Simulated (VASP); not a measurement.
# WC: single point with r2SCAN

Crystal: WC.

```
CELL_PARAMETERS angstrom
0.00000 2.20091 2.20091
2.19268 0.00822 2.19268
2.19268 2.19268 0.00822
ATOMIC_POSITIONS crystal
W 0.00000 0.00000 0.00000
C 0.50000 0.50000 0.50000
```

This cell differs from its parent crystal: strain +0.0075 x Voigt [0, 0, 0, 1, 0, 0].

```json
{
  "Program": "VASP 6.6.1",
  "Task": "single point",
  "Functional": "r2SCAN",
  "Potentials or basis": "VASP PAW PBE potentials, release 64 (W_sv, C)",
  "Cutoff": "520 eV",
  "k mesh": "18 × 18 × 18",
  "Occupations": "gaussian, width 0.15 eV",
  "Spin": "no spin polarisation"
}
```

* Pressure: -3.7 GPa
* Band gap on the k mesh: zero (bands 9 and 10 overlap by 3.27 eV)

Stress tensor (GPa, compression positive):
```
-3.65  0.00  0.00
 0.00 -3.65 -1.16
 0.00 -1.16 -3.65
```

Levels at points of the mesh, in eV from the Fermi level:
```csv
k point,band 5,band 6,band 7,band 8,band 9,band 10,band 11,band 12,band 13,band 14
"(0.00, 0.00, 0.00)",-16.70,-2.89,-2.84,-2.78,-1.19,-1.15,-1.12,-1.02,-1.02,7.03
"(0.50, 0.00, 0.00)",-12.08,-10.19,-6.94,-6.87,1.04,1.12,2.48,5.39,9.14,9.18
"(0.00, 0.50, 0.00)",-12.04,-10.18,-6.99,-6.92,1.08,1.15,2.52,5.34,9.19,9.23
"(0.50, 0.50, 0.00)",-14.50,-5.90,-5.88,-2.70,-2.70,0.86,2.35,2.35,5.72,7.69
"(0.00, 0.50, 0.50)",-14.50,-5.90,-5.88,-2.75,-2.65,0.86,2.35,2.35,5.72,7.69
```

Wall time 13 min on 1 thread of Intel(R) Xeon(R) Platinum 8375C CPU @ 2.90GHz (Ice Lake), with other jobs on the host, peak memory 0.39 GiB.

Caveat: the cell differs from its parent crystal (strain +0.0075 x Voigt [0, 0, 0, 1, 0, 0]); the cell stands under tension; the PAW data sets were made with another functional, which shifts forces and pressure a little; spin-orbit coupling is left out, which moves the levels of the heavy elements.
